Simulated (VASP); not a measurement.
Crystal: In3As.

```
In As
1.0
     4.76331    0.00000    0.00000
     0.00000    4.76331    0.00000
     0.00000    0.00000    4.76331
In As
3 1
Direct
  0.50000 0.50000 0.00000
  0.50000 0.00000 0.50000
  0.00000 0.50000 0.50000
  0.00000 0.00000 0.00000
```

Base run:

* Program: VASP 6.6.1
* Functional: LDA
* Potentials or basis: VASP PAW LDA potentials, release 64 (In_d, As)
* Cutoff: 520 eV
* k mesh: 6 × 6 × 6
* Occupations: fermi-dirac, width 0.05 eV
* Spin: no spin polarisation

Its results: band gap on the k mesh zero (bands 22 and 23 overlap by 3.44 eV); pressure -5.6 GPa.

Task: The run is repeated on the same cell with these changes: functional from LDA to r2SCAN; potentials or basis from VASP PAW LDA potentials, release 64 (In_d, As) to VASP PAW PBE potentials, release 64 (In_d, As). What comes out?

Result: Band gap on the k mesh zero (bands 22 and 23 overlap by 3.72 eV); pressure -3.0 GPa.

Caveats: spin-orbit coupling is left out, which moves the levels of the heavy elements; the cell stands under tension (at least some runs); the PAW data sets were made with another functional, which shifts forces and pressure a little (at least some runs).
